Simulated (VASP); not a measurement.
Set up this calculation in VASP 6.6.1, as the native input.

```yaml
Task: single point
Functional: LDA
Potentials_or_basis: VASP PAW LDA potentials, release 64 (Li_sv, Y_sv, Sb)
Cutoff: 750 eV
k_mesh: 6 × 6 × 4
Occupations: methfessel-paxton, width 0.1 eV
Spin: no spin polarisation
Dipole_correction: no
Further_INCAR_settings: ALGO = Normal; EDIFF = 1e-06; NBANDS = 24
```

The structure of Li3YSb2 lies in POSCAR:

```
Li3YSb2
1.0
    4.5465388747      0.0000000000      0.0000000000
   -2.2732694374      3.9374179031      0.0000000000
    0.0000000000      0.0000000000      7.2112675442
Li Y Sb
3 1 2
Direct
    0.3333333333      0.6666666667      0.6510110000
    0.6666666667      0.3333333333      0.3489890000
    0.0000000000      0.0000000000      0.5000000000
    0.0000000000      0.0000000000      0.0000000000
    0.3333333333      0.6666666667      0.2492530000
    0.6666666667      0.3333333333      0.7507470000
```

One way to write it, as run:

INCAR

```
  PREC = Accurate
  ENCUT = 750
  EDIFF = 1E-6
  ISMEAR = 1
  SIGMA = 0.1
  LREAL = False
  LASPH = True
  NELM = 120
  ALGO = Normal
  ISIF = 2
  LWAVE = False
  LCHARG = True
  LELF = True
  LVHAR = True
  NBANDS = 24
  GGA_COMPAT = False
```

KPOINTS

```
regular mesh
0
Gamma
  6 6 4
```

Potentials or basis: VASP PAW LDA potentials, release 64 (Li_sv, Y_sv, Sb).

The run is started by

```sh
$ cat potpaw_LDA.64/Li_sv/POTCAR potpaw_LDA.64/Y_sv/POTCAR potpaw_LDA.64/Sb/POTCAR > POTCAR
$ mpirun -np 1 vasp_std > vasp.out
```

Results of the run:

The pressure is -3.6 GPa and the largest force is 0.135 eV/Å. The band gap on the k mesh is zero (bands 15 and 16 overlap by 0.28 eV).

Caveat: the cell stands under tension; semilocal functionals underestimate gaps, and a narrow one can read as zero; spin-orbit coupling is left out, which moves the levels of the heavy elements.

It took 3 min on 1 thread of Oxide Virtual Turin-like Processor, with other jobs on the host, peak memory 0.33 GiB.
